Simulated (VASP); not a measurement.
# Si (P6_3/mmc) in VASP: a series of runs

The runs below take Si through single point, with LDA.

Program: VASP 6.6.1. These are calculated values, not measurements. Logs are shortened: lines on timing, memory, paths and dates and some standing lists are left out, and cuts for length are marked.

## Step 1: The cell of the first run

It takes space group P6_3/mmc (No. 194, hexagonal). Conventional cell: a = 3.650 Å, b = 3.650 Å, c = 6.289 Å, α = 90.00°, β = 90.00°, γ = 120.00°. Si (site symmetry 3m) has 4 Si at 2.25 to 2.35 Å within 3.0 Å.

This isn't the form of Si at room conditions, which is diamond.

## Step 2: Single point, LDA (strain -0.040 along x and y, +0.000 along z)

File INCAR:

```
ALGO     = Normal         # electronic algorithm
EDIFF    = 1E-6           # SCF threshold, eV
ENCUT    = 520            # plane-wave cutoff, eV
GGA      = CA             # functional
ISIF     = 2              # what is computed and relaxed
ISMEAR   = 0              # smearing method
LASPH    = True           # aspherical terms in the spheres
LCHARG   = True           # write CHGCAR
LELF     = True           # ELF
LREAL    = False          # projectors in reciprocal space
LVHAR    = True         
LWAVE    = False          # write WAVECAR
NBANDS   = 16             # bands
NELM     = 100            # most SCF steps
PREC     = Accurate       # precision mode
SIGMA    = 0.03           # smearing width, eV
```

File KPOINTS:

```
k-points
0
Gamma
  12 12 6
```

File POSCAR:

```
Si
1.0
    3.6498965202      0.0000000000      0.0000000000
   -1.8249482601      3.1609031077      0.0000000000
    0.0000000000      0.0000000000      6.2891200223
Si
4
Direct
    0.3333333333      0.6666666667      0.0630332891
    0.6666666667      0.3333333333      0.5630332891
    0.3333333333      0.6666666667      0.4369667109
    0.6666666667      0.3333333333      0.9369667109
```

Potentials or basis: VASP PAW LDA potentials, release 64 (Si).

The run is started by

```bash
$ cat potpaw_LDA.64/Si/POTCAR > POTCAR
$ mpirun -np 1 vasp_std > vasp.out
```

OUTCAR:

```text
EDIFF = 1E-6
   ENCUT = 520
   GGA = CA
   ISIF = 2
   ISMEAR = 0
   LASPH = True
   LREAL = False
   NELM = 100
   PREC = Accurate

 ion  position               nearest neighbor table
   1  0.333  0.667  0.063-   4 2.25   4 2.25   4 2.25   3 2.35
   2  0.667  0.333  0.563-   3 2.25   3 2.25   3 2.25   4 2.35
   3  0.333  0.667  0.437-   2 2.25   2 2.25   2 2.25   1 2.35
   4  0.667  0.333  0.937-   1 2.25   1 2.25   1 2.25   2 2.35

  LATTYP: Found a hexagonal cell.
 ALAT       =     3.6498965202
 C/A-ratio  =     1.7230954323

  Lattice vectors:

 A1 = (   3.6498965202,   0.0000000000,   0.0000000000)
 A2 = (  -1.8249482601,   3.1609031077,   0.0000000000)
 A3 = (   0.0000000000,   0.0000000000,   6.2891200223)

Analysis of symmetry for initial positions (statically):
=====================================================================
 Subroutine PRICEL returns:
 Original cell was already a primitive cell.

 Routine SETGRP: Setting up the symmetry group for a
 hexagonal supercell.

 Subroutine GETGRP returns: Found 24 space group operations
 (whereof 12 operations were pure point group operations)
 out of a pool of 24 trial point group operations.

The static configuration has the point symmetry D_3d.
 The point group associated with its full space group is D_6h.

Analysis of symmetry for dynamics (positions and initial velocities):
=====================================================================
 Subroutine PRICEL returns:
 Original cell was already a primitive cell.

 Routine SETGRP: Setting up the symmetry group for a
 hexagonal supercell.

 Subroutine GETGRP returns: Found 24 space group operations
 (whereof 12 operations were pure point group operations)
 out of a pool of 24 trial point group operations.

The dynamic configuration has the point symmetry D_3d.
 The point group associated with its full space group is D_6h.

 Subroutine INISYM returns: Found 24 space group operations
 (whereof 12 operations are pure point group operations),
 and found     1 'primitive' translations

----------------------------------------------------------------------------------------

                                     Primitive cell

  volume of cell :      72.5574

  direct lattice vectors                    reciprocal lattice vectors
     3.649896520  0.000000000  0.000000000     0.273980370  0.158182641  0.000000000
    -1.824948260  3.160903108  0.000000000     0.000000000  0.316365281  0.000000000
     0.000000000  0.000000000  6.289120022     0.000000000  0.000000000  0.159004757

  length of vectors
     3.649896520  3.649896520  6.289120022     0.316365281  0.316365281  0.159004757

  position of ions in fractional coordinates (direct lattice)
     0.333333333  0.666666667  0.063033289
     0.666666667  0.333333333  0.563033289
     0.333333333  0.666666667  0.436966711
     0.666666667  0.333333333  0.936966711

  ion indices of the primitive-cell ions
   primitive index   ion index
                 1           1
                 2           2
                 3           3
                 4           4

----------------------------------------------------------------------------------------

 KPOINTS: k-points

Automatic generation of k-mesh.
 Grid dimensions read from file:
 generate k-points for:   12   12    6

 Generating k-lattice:

  Cartesian coordinates                     Fractional coordinates (reciprocal lattice)
     0.022831698  0.013181887  0.000000000     0.083333333  0.000000000  0.000000000
     0.000000000  0.026363773  0.000000000     0.000000000  0.083333333  0.000000000
     0.000000000  0.000000000  0.026500793     0.000000000  0.000000000  0.166666667

  Length of vectors
     0.026363773  0.026363773  0.026500793

  Shift w.r.t. Gamma in fractional coordinates (k-lattice)
     0.000000000  0.000000000  0.000000000

 Subroutine IBZKPT returns following result:
 ===========================================

 Found     76 irreducible k-points:

 Following reciprocal coordinates:
            Coordinates               Weight
  0.000000  0.000000  0.000000      1.000000
  0.083333  0.000000  0.000000      6.000000
  0.166667  0.000000  0.000000      6.000000
  0.250000  0.000000  0.000000      6.000000
  0.333333  0.000000  0.000000      6.000000
  0.416667 -0.000000  0.000000      6.000000
[... 16 lines left out ...]
  0.250000  0.000000  0.166667     12.000000
  0.333333  0.000000  0.166667     12.000000
 [... further k-points ...]
   k-points           NKPTS =     76   k-points in BZ     NKDIM =     76   number of bands    NBANDS=     16
   number of dos      NEDOS =    301   number of ions     NIONS =      4
   total plane-waves  NPLWV =  37632
   dimension x,y,z NGX =    28 NGY =   28 NGZ =   48
   dimension x,y,z NGXF=    56 NGYF=   56 NGZF=   96
   ions per type =               4
   NGX,Y,Z   is equivalent  to a cutoff of  12.75, 12.75, 12.69 a.u.
   NGXF,Y,Z  is equivalent  to a cutoff of  25.51, 25.51, 25.38 a.u.
[... 37 lines left out ...]
   AEXX    =    0.0000 exact exchange contribution
   IVDW    =     0    specifies the selected vdW correction
   LEPSILON=     F    determine dielectric tensor
   LRPA    =     F    only Hartree local field effects (RPA)
 non-spin polarized calculation
 Gauss-broadening in eV      SIGMA  =   0.03
  energy-cutoff  :      520.00
  volume of cell :       72.56
 maximum number of plane-waves:      1973
 NGX is ok and might be reduce to    28
   NGX = 13   NGY = 13   NGZ = 23

 number of electron      16.0000000 magnetization

 Free energy of the ion-electron system (eV)
  ---------------------------------------------------
  ext. energy  EPLUGINS =         0.00000000
  ---------------------------------------------------
  free energy    TOTEN  =       -23.56087407 eV

  energy without entropy =      -23.56087407  energy(sigma->0) =      -23.56087407

 E-fermi :   7.2684     XC(G=0):  -9.9799

 val. band max:        7.1431673854   @ k =   0.0000   0.0000   0.0000
 cond. band min:       7.3925320738   @ k =   0.5000   0.0000   0.0000
 fundamental gap:      0.2493646883
 Fermi energy:         7.2683775687

 k-point     1 :       0.0000    0.0000    0.0000
  band No.  band energies     occupation
      1      -5.8582      2.00000
      2      -3.5893      2.00000
      3      -0.6445      2.00000
      4       5.6960      2.00000
      5       5.6960      2.00000
      6       6.5943      2.00000
[... 8 lines left out ...]
     15      11.9052      0.00000
     16      13.1794      0.00000

 k-point     2 :       0.0833    0.0000    0.0000
  band No.  band energies     occupation
      1      -5.7666      2.00000
      2      -3.4970      2.00000
      3      -0.5789      2.00000
      4       4.9477      2.00000
      5       5.4896      2.00000
      6       6.5044      2.00000
[... 8 lines left out ...]
     15      12.4915      0.00000
     16      12.5257      0.00000

 k-point     3 :       0.1667    0.0000    0.0000
  band No.  band energies     occupation
      1      -5.4938      2.00000
      2      -3.2217      2.00000
      3      -0.4013      2.00000
      4       3.5914      2.00000
      5       5.0450      2.00000
      6       5.2313      2.00000
[... 8 lines left out ...]
     15      12.6126      0.00000
     16      12.8158      0.00000

 k-point     4 :       0.2500    0.0000    0.0000
  band No.  band energies     occupation
      1      -5.0468      2.00000
      2      -2.7696      2.00000
      3      -0.2154      2.00000
      4       2.3145      2.00000
      5       3.8079      2.00000
      6       4.5880      2.00000
[... 8 lines left out ...]
     15      13.3023      0.00000
     16      13.8950      0.00000
[... 324 lines left out ...]
 k-point    22 :       0.1667    0.0000    0.1667
  band No.  band energies     occupation
      1      -5.4034      2.00000
      2      -3.5361      2.00000
      3       0.0777      2.00000
      4       3.6782      2.00000
      5       4.8441      2.00000
      6       5.1159      2.00000
[... 8 lines left out ...]
     15      12.3966      0.00000
     16      13.0578      0.00000

 k-point    23 :       0.2500    0.0000    0.1667
  band No.  band energies     occupation
      1      -4.9570      2.00000
      2      -3.0908      2.00000
      3       0.2283      2.00000
      4       2.4424      2.00000
      5       3.5003      2.00000
      6       4.6602      2.00000
[... 8 lines left out ...]
     15      13.3877      0.00000
     16      13.7239      0.00000

 k-point    24 :       0.3333    0.0000    0.1667
  band No.  band energies     occupation
      1      -4.3557      2.00000
      2      -2.4958      2.00000
      3      -0.1050      2.00000
      4       1.9099      2.00000
      5       2.1680      2.00000
      6       4.2972      2.00000
[... 8 lines left out ...]
     15      14.5856      0.00000
     16      14.8444      0.00000

 [... further k-points ...]

------------------------ aborting loop because EDIFF is reached ----------------------------------------

  FORCE on cell =-STRESS in cart. coord.  units (eV):
  Direction    XX          YY          ZZ          XY          YZ          ZX
  --------------------------------------------------------------------------------------
  -------------------------------------------------------------------------------------
  Total        6.0332051      6.0332051      1.0710777      0.0000000     -0.0000000     -0.0000000
  in kB      133.2223393    133.2223393     23.6510233      0.0000000     -0.0000000     -0.0000000
  external PRESSURE =      96.6985673 kB  Pullay stress =       0.0000000 kB

 VOLUME and BASIS-vectors are now :
 -----------------------------------------------------------------------------
  energy-cutoff  :      520.00
  volume of cell :       72.56
      direct lattice vectors                 reciprocal lattice vectors
     3.649896520  0.000000000  0.000000000     0.273980370  0.158182641  0.000000000
    -1.824948260  3.160903108  0.000000000     0.000000000  0.316365281  0.000000000
     0.000000000  0.000000000  6.289120022     0.000000000  0.000000000  0.159004757

 POSITION                                       TOTAL-FORCE (eV/Angst)
 -----------------------------------------------------------------------------------
     -0.00000      2.10727      0.39642         0.000000      0.000000      0.614938
      1.82495      1.05363      3.54098        -0.000000      0.000000      0.614938
     -0.00000      2.10727      2.74814         0.000000      0.000000     -0.614938
      1.82495      1.05363      5.89270         0.000000      0.000000     -0.614938
 -----------------------------------------------------------------------------------
    total drift:                               -0.000000      0.000000     -0.000000

  FREE ENERGIE OF THE ION-ELECTRON SYSTEM (eV)
  ---------------------------------------------------
  free  energy   TOTEN  =       -23.5608740749 eV

  energy  without entropy=      -23.5608740749  energy(sigma->0) =      -23.56087407
```

Wall time 39 s (1 thread of AMD EPYC 9R45 (Zen 5), shared host); peak memory 0.15 GiB.

Results:

```yaml
Free_energy: -23.5609 eV
Pressure: 9.7 GPa
Largest_force: 0.615 eV/Å
Band_gap_on_the_k_mesh: 0.25 eV (least direct gap 1.63 eV)
```

Forces in eV/Å, atoms in the order of the input:
```
Si   0.000  0.000  0.615
Si   0.000  0.000  0.615
Si   0.000  0.000 -0.615
Si   0.000  0.000 -0.615
```

Levels at points of the mesh, in eV from the valence-band top:
| k point | band 6 | band 7 | band 8 | band 9 | band 10 | band 11 |
| --- | --- | --- | --- | --- | --- | --- |
| (0.00, 0.00, 0.00) | -0.55 | 0.00 | 0.00 | 1.63 | 1.68 | 2.12 |
| (0.50, 0.00, 0.00) | -3.38 | -3.23 | -1.66 | 0.25 | 2.31 | 2.65 |
| (0.00, 0.00, 0.50) | -0.87 | -0.87 | -0.87 | 2.32 | 2.32 | 3.04 |
| (0.50, 0.00, 0.50) | -2.82 | -2.60 | -2.60 | 0.72 | 0.72 | 1.24 |

Caveat: the cell differs from its parent crystal (strain -0.040 along x and y, +0.000 along z); the stress differs along the axes, from 2 to 13 GPa; semilocal functionals underestimate gaps, and a narrow one can read as zero.

## Step 3: Single point, LDA (strain +0.000 along x and y, -0.040 along z)

File INCAR:

```
  PREC = Accurate
  ENCUT = 520
  EDIFF = 1E-7
  ISMEAR = 0
  SIGMA = 0.03
  LREAL = False
  LASPH = True
  NELM = 60
  ALGO = Normal
  ISIF = 2
  LWAVE = False
  LCHARG = True
  GGA = CA
  LELF = True
  LVHAR = True
  NBANDS = 16
```

File KPOINTS:

```
Automatic mesh
0
Gamma
  12 12 6
```

File POSCAR:

```
Si
1.0
    3.8019755419      0.0000000000      0.0000000000
   -1.9009877710      3.2926074038      0.0000000000
    0.0000000000      0.0000000000      6.0375552214
Si
4
Direct
    0.3333333333      0.6666666667      0.0630332891
    0.6666666667      0.3333333333      0.5630332891
    0.3333333333      0.6666666667      0.4369667109
    0.6666666667      0.3333333333      0.9369667109
```

Potentials or basis: VASP PAW LDA potentials, release 64 (Si).

The run is started by

```bash
$ cat potpaw_LDA.64/Si/POTCAR > POTCAR
$ mpirun -np 1 vasp_std > vasp.out
```

It took 39 s on 1 thread of AMD EPYC 9R45 (Zen 5), shared host; peak memory 0.16 GiB.

Results (log left out):

| Item | Value |
| --- | --- |
| Free energy | -23.6869 eV |
| Pressure | 4.7 GPa |
| Largest force | 0.581 eV/Å |
| Band gap on the k mesh | zero (bands 8 and 9 overlap by 0.02 eV) |

Forces in eV/Å, atoms in the order of the input:
```
Si   0.000  0.000 -0.581
Si   0.000  0.000 -0.581
Si   0.000  0.000  0.581
Si   0.000  0.000  0.581
```

Stress tensor (GPa, compression positive):
```
 0.93  0.00  0.00
 0.00  0.93  0.00
 0.00  0.00 12.13
```

Levels at points of the mesh, in eV from the Fermi level:
```tsv
k point	band 6	band 7	band 8	band 9	band 10	band 11
(0.00, 0.00, 0.00)	-0.33	0.02	0.02	0.65	1.68	1.68
(0.50, 0.00, 0.00)	-3.40	-3.32	-1.43	0.00	2.40	2.81
(0.00, 0.00, 0.50)	-1.14	-1.14	-1.14	1.57	1.57	2.80
(0.50, 0.00, 0.50)	-2.66	-2.46	-2.46	0.79	0.79	1.67
```

Caveat: the cell differs from its parent crystal (strain +0.000 along x and y, -0.040 along z); the stress differs along the axes, from 1 to 12 GPa; semilocal functionals underestimate gaps, and a narrow one can read as zero.

## Step 4: Single point, LDA (strain -0.040 along x and y, +0.040 along z)

File INCAR:

```
PREC     = Accurate       # precision mode
ENCUT    = 520            # plane-wave cutoff, eV
EDIFF    = 1E-6           # SCF threshold, eV
ISMEAR   = 0              # smearing method
SIGMA    = 0.03           # smearing width, eV
LREAL    = F              # projectors in reciprocal space
LASPH    = T              # aspherical terms in the spheres
NELM     = 60             # most SCF steps
ALGO     = Normal         # electronic algorithm
ISIF     = 2              # what is computed and relaxed
LWAVE    = F              # write WAVECAR
LCHARG   = F              # write CHGCAR
NBANDS   = 16             # bands
```

KPOINTS is that of step 3.

File POSCAR:

```
Si
1.0
    3.6498965202      0.0000000000      0.0000000000
   -1.8249482601      3.1609031077      0.0000000000
    0.0000000000      0.0000000000      6.5406848232
Si
4
Direct
    0.3333333333      0.6666666667      0.0630332891
    0.6666666667      0.3333333333      0.5630332891
    0.3333333333      0.6666666667      0.4369667109
    0.6666666667      0.3333333333      0.9369667109
```

The run is started by

```bash
$ cat potpaw_LDA.64/Si/POTCAR > POTCAR
$ mpirun -np 1 vasp_std > vasp.out
```

Wall time 41 s (1 thread of AMD EPYC 9R45 (Zen 5), shared host); peak memory 0.16 GiB.

The run converged. Its results:

```yaml
Free_energy: -23.5145 eV
Pressure: 5.4 GPa
Largest_force: 0.870 eV/Å
Band_gap_on_the_k_mesh: 0.35 eV (least direct gap 0.92 eV)
```

Forces in eV/Å, atoms in the order of the input:
```
Si   0.000  0.000  0.870
Si   0.000  0.000  0.870
Si   0.000  0.000 -0.870
Si   0.000  0.000 -0.870
```

Stress tensor (GPa, compression positive):
```
11.53  0.00  0.00
 0.00 11.53  0.00
 0.00  0.00 -6.90
```

Levels at points of the mesh, in eV from the valence-band top:
| k point | band 4 | band 5 | band 6 | band 7 | band 8 | band 9 | band 10 | band 11 | band 12 | band 13 |
| --- | --- | --- | --- | --- | --- | --- | --- | --- | --- | --- |
| (0.00, 0.00, 0.00) | -1.20 | -1.20 | -0.67 | 0.00 | 0.00 | 0.92 | 1.98 | 2.36 | 2.36 | 4.13 |
| (0.50, 0.00, 0.00) | -6.57 | -4.87 | -3.18 | -2.98 | -1.67 | 0.48 | 2.22 | 2.56 | 3.33 | 3.37 |
| (0.00, 0.00, 0.50) | -4.85 | -0.71 | -0.71 | -0.71 | -0.71 | 2.50 | 2.50 | 3.16 | 3.16 | 3.16 |
| (0.50, 0.00, 0.50) | -7.65 | -2.85 | -2.85 | -2.45 | -2.45 | 0.58 | 0.58 | 1.30 | 1.30 | 5.60 |

Caveat: the cell differs from its parent crystal (strain -0.040 along x and y, +0.040 along z); the stress differs along the axes, from -7 to 12 GPa; semilocal functionals underestimate gaps, and a narrow one can read as zero. A k mesh can miss the band edges.

## Step 5: Single point, LDA (strain -0.040 along x and y, +0.080 along z)

File INCAR:

```
  PREC = Accurate
  ENCUT = 520
  EDIFF = 1E-6
  ISMEAR = 0
  SIGMA = 0.03
  LREAL = F
  LASPH = T
  NELM = 60
  ALGO = Normal
  ISIF = 2
  LWAVE = F
  LCHARG = F
  GGA = CA
  NBANDS = 16
```

File KPOINTS:

```
regular mesh
0
Gamma
  12 12 6
```

Changes to POSCAR since step 4:

```diff
@@ -4,3 +4,3 @@
    -1.8249482601      3.1609031077      0.0000000000
-    0.0000000000      0.0000000000      6.5406848232
+    0.0000000000      0.0000000000      6.7922496241
 Si
```

The run is started by

```bash
$ cat potpaw_LDA.64/Si/POTCAR > POTCAR
$ mpirun -np 1 vasp_std > vasp.out
```

It took 46 s on 1 thread of AMD EPYC 9R45 (Zen 5), shared host; peak memory 0.16 GiB.

The run converged. Its results:

```
Free energy            : -23.3268 eV
Pressure               : 2.1 GPa
Largest force          : 0.910 eV/Å
Band gap on the k mesh : 0.19 eV (least direct gap 0.24 eV)
```

Forces in eV/Å, atoms in the order of the input:
```
Si   0.000  0.000  0.910
Si   0.000  0.000  0.910
Si   0.000  0.000 -0.910
Si   0.000  0.000 -0.910
```

Stress tensor (GPa, compression positive):
```
  9.92   0.00   0.00
  0.00   9.92   0.00
  0.00   0.00 -13.39
```

Levels at points of the mesh, in eV from the valence-band top:
```
           k point  band 5  band 6  band 7  band 8  band 9  band 10  band 11  band 12
(0.00, 0.00, 0.00)   -1.00   -0.81    0.00    0.00    0.24     2.23     2.54     2.54
(0.50, 0.00, 0.00)   -4.66   -3.02   -2.78   -1.69    0.67     2.09     2.45     2.70
(0.00, 0.00, 0.50)   -0.58   -0.58   -0.58   -0.58    2.64     2.64     3.25     3.25
(0.50, 0.00, 0.50)   -2.87   -2.87   -2.32   -2.32    0.41     0.41     1.38     1.38
```

Caveat: the cell differs from its parent crystal (strain -0.040 along x and y, +0.080 along z); the stress differs along the axes, from -13 to 10 GPa; semilocal functionals underestimate gaps, and a narrow one can read as zero. A k mesh can miss the band edges.

## Step 6: Overview

```csv
cell,gap on the mesh (eV),pressure (GPa),largest force (eV/Å)
"a = 3.650, b = 3.650, c = 6.289 Å, angles 90.0, 90.0, 120.0°, 4 atoms",0.25,9.7,0.61
"a = 3.802, b = 3.802, c = 6.038 Å, angles 90.0, 90.0, 120.0°, 4 atoms",none,4.7,0.58
"a = 3.650, b = 3.650, c = 6.541 Å, angles 90.0, 90.0, 120.0°, 4 atoms",0.35,5.4,0.87
"a = 3.650, b = 3.650, c = 6.792 Å, angles 90.0, 90.0, 120.0°, 4 atoms",0.19,2.1,0.91
```

Alike in all rows: task single point; level LDA; potentials or basis VASP PAW LDA potentials, release 64 (Si); no spin polarisation; k mesh 12 × 12 × 6; cutoff (eV) 520; smearing gaussian 0.03 eV.

Caveats: semilocal functionals underestimate gaps, and a narrow one can read as zero; the stress differs along the axes, from 2 to 13 GPa (at least some runs); the stress differs along the axes, from 1 to 12 GPa (at least some runs); the stress differs along the axes, from -7 to 12 GPa (at least some runs); the stress differs along the axes, from -13 to 10 GPa (at least some runs).

Absolute energies hang on the potentials; compare differences alone.
